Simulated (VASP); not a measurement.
# MgO (Pm-3m) in VASP: G0W0 quasiparticle levels with LDA

Aim: the G0W0 quasiparticle levels of MgO with LDA.

Everything below comes from runs of VASP 6.6.1. Logs are shortened: lines on timing, memory, paths and dates and some standing lists are left out, and cuts for length are marked.

### 1 The cell of the first run

The structure is cubic, space group Pm-3m (No. 221). Conventional cell: a = 2.623 Å, b = 2.623 Å, c = 2.623 Å, α = 90.00°, β = 90.00°, γ = 90.00°. Within 3.0 Å of Mg (site symmetry m-3m) lie 8 O at 2.27 Å and 6 Mg at 2.62 Å. O (site symmetry m-3m) has 8 Mg at 2.27 Å and 6 O at 2.62 Å within 3.0 Å.

### 2 G0W0 quasiparticle levels, LDA

Contents of POSCAR:

```
MgO
1.0
    2.6233491281      0.0000000000      0.0000000000
    0.0000000000      2.6233491281      0.0000000000
    0.0000000000      0.0000000000      2.6233491281
Mg O
1 1
Direct
    0.0000000000      0.0000000000      0.0000000000
    0.5000000000      0.5000000000      0.5000000000
```

Contents of INCAR.step1:

```
SYSTEM = MgO
PREC = Accurate
ENCUT = 500
EDIFF = 1E-8
ISMEAR = 0
SIGMA = 0.01
LREAL = .FALSE.
LASPH = .TRUE.
NELM = 80
ALGO = Normal
LWAVE = .TRUE.
LCHARG = .FALSE.
```

Contents of INCAR.step2:

```
SYSTEM = MgO
PREC = Accurate
ENCUT = 500
EDIFF = 1E-8
ISMEAR = 0
SIGMA = 0.01
LREAL = .FALSE.
LASPH = .TRUE.
NELM = 1
ALGO = Exact
LWAVE = .TRUE.
LCHARG = .FALSE.
NBANDS = 71
LOPTICS = .TRUE.
ISTART = 1
```

Contents of INCAR.step3:

```
SYSTEM = MgO
PREC = Accurate
ENCUT = 500
EDIFF = 1E-8
ISMEAR = 0
SIGMA = 0.01
LREAL = .FALSE.
LASPH = .TRUE.
ALGO = EVGW0
LWAVE = .FALSE.
LCHARG = .FALSE.
NELMGW = 1
NBANDS = 71
ENCUTGW = 140.0
NOMEGA = 48
PRECFOCK = Fast
ISTART = 1
NBANDSGW = 12
```

Contents of KPOINTS:

```
regular mesh
0
G
  6 6 6
  0 0 0
```

Potentials or basis: VASP PAW LDA potentials, release 64 (Mg_GW, O_GW).

On the command line:

```
$ cat potpaw_LDA.64/Mg_GW/POTCAR potpaw_LDA.64/O_GW/POTCAR > POTCAR
$ cp INCAR.step1 INCAR
$ mpirun -np 1 vasp_std > vasp.out
$ cp INCAR.step2 INCAR
$ mpirun -np 1 vasp_std > vasp.out
$ cp INCAR.step3 INCAR
$ mpirun -np 1 vasp_std > vasp.out
```

OUTCAR:

```text
SYSTEM = MgO
   PREC = Accurate
   ENCUT = 500
   EDIFF = 1E-8
   ISMEAR = 0
   LREAL = .FALSE.
   LASPH = .TRUE.
   NELMGW = 1
   ENCUTGW = 140.0
   PRECFOCK = Fast
   ISTART = 1

 ion  position               nearest neighbor table
   1  0.000  0.000  0.000-
   2  0.500  0.500  0.500-

  LATTYP: Found a simple cubic cell.
 ALAT       =     2.6233491281

  Lattice vectors:

 A1 = (   2.6233491281,   0.0000000000,   0.0000000000)
 A2 = (   0.0000000000,   2.6233491281,   0.0000000000)
 A3 = (   0.0000000000,   0.0000000000,   2.6233491281)

Analysis of symmetry for initial positions (statically):
=====================================================================
 Subroutine PRICEL returns:
 Original cell was already a primitive cell.

 Routine SETGRP: Setting up the symmetry group for a
 simple cubic supercell.

 Subroutine GETGRP returns: Found 48 space group operations
 (whereof 48 operations were pure point group operations)
 out of a pool of 48 trial point group operations.

The static configuration has the point symmetry O_h .

Analysis of symmetry for dynamics (positions and initial velocities):
=====================================================================
 Subroutine PRICEL returns:
 Original cell was already a primitive cell.

 Routine SETGRP: Setting up the symmetry group for a
 simple cubic supercell.

 Subroutine GETGRP returns: Found 48 space group operations
 (whereof 48 operations were pure point group operations)
 out of a pool of 48 trial point group operations.

The dynamic configuration has the point symmetry O_h .

 Subroutine INISYM returns: Found 48 space group operations
 (whereof 48 operations are pure point group operations),
 and found     1 'primitive' translations

----------------------------------------------------------------------------------------

                                     Primitive cell

  volume of cell :      18.0538

  direct lattice vectors                    reciprocal lattice vectors
     2.623349128  0.000000000  0.000000000     0.381192114  0.000000000  0.000000000
     0.000000000  2.623349128  0.000000000     0.000000000  0.381192114  0.000000000
     0.000000000  0.000000000  2.623349128     0.000000000  0.000000000  0.381192114

  length of vectors
     2.623349128  2.623349128  2.623349128     0.381192114  0.381192114  0.381192114

  position of ions in fractional coordinates (direct lattice)
     0.000000000  0.000000000  0.000000000
     0.500000000  0.500000000  0.500000000

  ion indices of the primitive-cell ions
   primitive index   ion index
                 1           1
                 2           2

----------------------------------------------------------------------------------------

 KPOINTS: regular mesh

Automatic generation of k-mesh.
 Grid dimensions read from file:
 generate k-points for:    6    6    6

 Generating k-lattice:

  Cartesian coordinates                     Fractional coordinates (reciprocal lattice)
     0.063532019  0.000000000  0.000000000     0.166666667  0.000000000  0.000000000
     0.000000000  0.063532019  0.000000000     0.000000000  0.166666667  0.000000000
     0.000000000  0.000000000  0.063532019     0.000000000  0.000000000  0.166666667

  Length of vectors
     0.063532019  0.063532019  0.063532019

  Shift w.r.t. Gamma in fractional coordinates (k-lattice)
     0.000000000  0.000000000  0.000000000

 Subroutine IBZKPT returns following result:
 ===========================================

 Found     20 irreducible k-points:

 Following reciprocal coordinates:
            Coordinates               Weight
  0.000000  0.000000  0.000000      1.000000
  0.166667  0.000000  0.000000      6.000000
  0.333333  0.000000  0.000000      6.000000
  0.500000  0.000000  0.000000      3.000000
  0.166667  0.166667  0.000000     12.000000
  0.333333  0.166667  0.000000     24.000000
[... 12 lines left out ...]
  0.500000  0.500000  0.333333      6.000000
  0.500000  0.500000  0.500000      1.000000
   k-points           NKPTS =     20   k-points in BZ     NKDIM =    216   number of bands    NBANDS=     71
   number of dos      NEDOS =    301   number of ions     NIONS =      2
   total plane-waves  NPLWV =   8000
   dimension x,y,z NGX =    20 NGY =   20 NGZ =   20
   dimension x,y,z NGXF=    40 NGYF=   40 NGZF=   40
   ions per type =               1   1
   NGX,Y,Z   is equivalent  to a cutoff of  12.67, 12.67, 12.67 a.u.
   NGXF,Y,Z  is equivalent  to a cutoff of  25.35, 25.35, 25.35 a.u.
 SYSTEM =  MgO
   PREC   = accura    normal or accurate (medium, high low for compatibility)
   ISTART =      1    job   : 0-new  1-cont  2-samecut
   ICHARG =      0    charge: 1-file 2-atom 10-const
   ISPIN  =      1    spin polarized calculation?
   LNONCOLLINEAR =      F non collinear calculations
   LSORBIT =      F    spin-orbit coupling
   LASPH  =      T    aspherical Exc in radial PAW
   ENCUT  =  500.0 eV  36.75 Ry    6.06 a.u.   4.78  4.78  4.78*2*pi/ulx,y,z
   NELM   =     60;   NELMIN=  2; NELMDL=  0     # of ELM steps
   EDIFF  = 0.1E-07   stopping-criterion for ELM
   LREAL  =      F    real-space projection
   EDIFFG = 0.1E-06   stopping-criterion for IOM
   NSW    =      0    number of steps for IOM
   IBRION =     -1    ionic relax: 0-MD 1-quasi-New 2-CG
   NFREE  =      0    steps in history (QN), initial steepest desc. (CG)
   ISIF   =      0    stress and relaxation
   ISYM   =      3    0-nonsym 1-usesym 2-fastsym
   POTIM  = 0.5000    time-step for ionic-motion
   TEBEG  =    0.0;   TEEND  =   0.0 temperature during run
   PSTRESS=    0.0 pullay stress
   NELECT =       8.0000    total number of electrons
   NUPDOWN=      -1.0000    fix difference up-down
   EMIN   =  10.00;   EMAX   =-10.00  energy-range for DOS
   EFERMI =   0.00;   METHOD = LEGACY
   ISMEAR =     0;   SIGMA  =   0.01  broadening in eV -4-tet -1-fermi 0-gaus
   EFERMI_NEDOS =   21; number of points for ismear=-14 and -15
   IALGO  =     38    algorithm
   IMIX   =      4    mixing-type and parameters
     AMIX     =   0.40;   BMIX     =  1.00
     AMIX_MAG =   1.60;   BMIX_MAG =  1.00
  volume/ion in A,a.u.               =       9.03        60.92
  Fermi-wavevector in a.u.,A,eV,Ry     =   1.248098  2.358563 21.194461  1.557749
  Thomas-Fermi vector in A             =   2.382200
   LORBIT       =      0    0 simple, 1 ext, 2 COOP (PROOUT), +10 PAW based schemes
   GGA     = CA    functional components
   LHFCALC =     T    Hartree Fock is set to
   PRECFOCK=fast      Normal, Fast or Accurate (Low or Medium for compatibility)
   ENCUT4O =  -1.0   cutoff for four orbital integrals eV
   NKREDX  =     1    reduce k-point grid by
   NKREDY  =     1    reduce k-point grid by
   NKREDZ  =     1    reduce k-point grid by
   AEXX    =    1.0000 exact exchange contribution
   HFSCREEN=    0.0000 screening length (either q_TF or 0.3 A-1)
   HFSCREENC=   0.0000 screening length for correlation (either q_TF or 0.3 A-1)
   ENCUTFOCK=  -1.0 apply spherical cutoff to Coloumb kernel
   IVDW    =     0    specifies the selected vdW correction
   LEPSILON=     F    determine dielectric tensor
   LRPA    =     F    only Hartree local field effects (RPA)
   LRPAFORCE           =     F    calculate RPA forces
   ENCUTGW             = 140.0    cutoff for response function in eV
   ENCUTGWSOFT         = 112.0    soft cutoff for Coulomb kernel in GW response function in eV
   ENCUTLF             =  -1.0    cutoff for local field effects
   NELMGW              =     1    number of iterations in solving QP/BSE equation
   NELMHF              =     1    number of iterations in the inner HF iteration
   NKREDLFX            =     1    NKREDLFY  =   1   NKREDLFZ  =   1
 non-spin polarized calculation
 Gauss-broadening in eV      SIGMA  =   0.01
  energy-cutoff  :      500.00
  volume of cell :       18.05
 maximum number of plane-waves:       480
 NGX is ok and might be reduce to    20
  NGX = 12; NGY = 12; NGZ = 12
   NGX =  9   NGY =  9   NGZ =  9
 maximum number of plane-waves:        81

 QP shifts <psi_nk| G(iteration)W_0 |psi_nk>: iteration 1
 for sc-GW calculations column KS-energies equals QP-energies in previous step
 and V_xc(KS)=  KS-energies - (<T + V_ion + V_H > + <T+V_H+V_ion>^1  + <V_x>^1)

 k-point   1 :       0.0000    0.0000    0.0000
  band No.  KS-energies  QP-energies   sigma(KS)   V_xc(KS)     V^pw_x(r,r')   Z            occupation Imag(sigma)

      1     -13.5252     -15.3494     -20.3052     -17.5903     -29.3683       0.6719       2.0000       1.2467
      2       3.7885       2.9150     -20.4708     -19.3239     -24.4976       0.7616       2.0000       0.1300
      3       3.7885       2.9150     -20.4708     -19.3239     -24.4976       0.7616       2.0000       0.1300
      4       3.7885       2.9150     -20.4708     -19.3239     -24.4976       0.7616       2.0000       0.1300
      5       7.3931       8.7158     -11.0854     -12.6948      -7.8966       0.8219       0.0000      -0.0732
      6      15.0643      16.5033      -7.8179      -9.5761      -3.3264       0.8185       0.0000      -0.1210
      7      15.0643      16.5033      -7.8179      -9.5761      -3.3264       0.8185       0.0000      -0.1210
      8      24.8355      26.8827      -9.6902     -12.2672      -3.6167       0.7944       0.0000      -0.7730
      9      24.8355      26.8827      -9.6902     -12.2672      -3.6167       0.7944       0.0000      -0.7730
     10      24.8355      26.8827      -9.6902     -12.2672      -3.6167       0.7944       0.0000      -0.7730
     11      32.1697      34.1752      -7.8599     -10.2874      -2.4912       0.8262       0.0000      -0.6860
     12      32.1697      34.1752      -7.8599     -10.2874      -2.4912       0.8262       0.0000      -0.6860

 k-point   2 :       0.1667    0.0000    0.0000
  band No.  KS-energies  QP-energies   sigma(KS)   V_xc(KS)     V^pw_x(r,r')   Z            occupation Imag(sigma)
[... 289 lines left out ...]
      1     -10.3964     -12.4028     -22.9144     -20.1522     -31.6863       0.7264       2.0000       1.1487
      2       1.1068       0.0332     -18.8028     -17.3543     -23.2623       0.7411       2.0000       0.1807
      3       1.1068       0.0332     -18.8028     -17.3543     -23.2623       0.7411       2.0000       0.1807
      4       1.1068       0.0332     -18.8028     -17.3543     -23.2623       0.7411       2.0000       0.1807
      5      12.1046      13.6043      -7.7108      -9.5301      -3.4688       0.8243       0.0000      -0.1061
      6      12.1046      13.6043      -7.7108      -9.5301      -3.4688       0.8243       0.0000      -0.1061
      7      12.1046      13.6043      -7.7108      -9.5301      -3.4688       0.8243       0.0000      -0.1061
      8      20.9490      22.6894      -7.0429      -9.2273      -1.6169       0.7967       0.0000      -0.4490
      9      23.5172      25.5651     -12.4493     -15.1149      -6.3184       0.7683       0.0000      -0.5814
     10      23.5172      25.5651     -12.4493     -15.1149      -6.3184       0.7683       0.0000      -0.5814
     11      23.5172      25.5651     -12.4493     -15.1149      -6.3184       0.7683       0.0000      -0.5814
     12      41.5492      44.5945     -10.6682     -14.0590      -4.5882       0.8981       0.0000      -2.1366
```

It took 1.9 min on 1 thread of Intel Xeon 6975P-C, shared host; peak memory 0.32 GiB.

What came out:

| Quantity | Value |
| --- | --- |
| Band gap on the k mesh, mean-field level | 2.57 eV, indirect (least direct gap 3.60 eV) |
| Quasiparticle gap | 4.66 eV |
| Least direct quasiparticle gap | 5.80 eV |

Caveat: bands, screening cutoff and mesh are small and nothing is extrapolated, so the quasiparticle values aren't converged. A k mesh can miss the band edges.
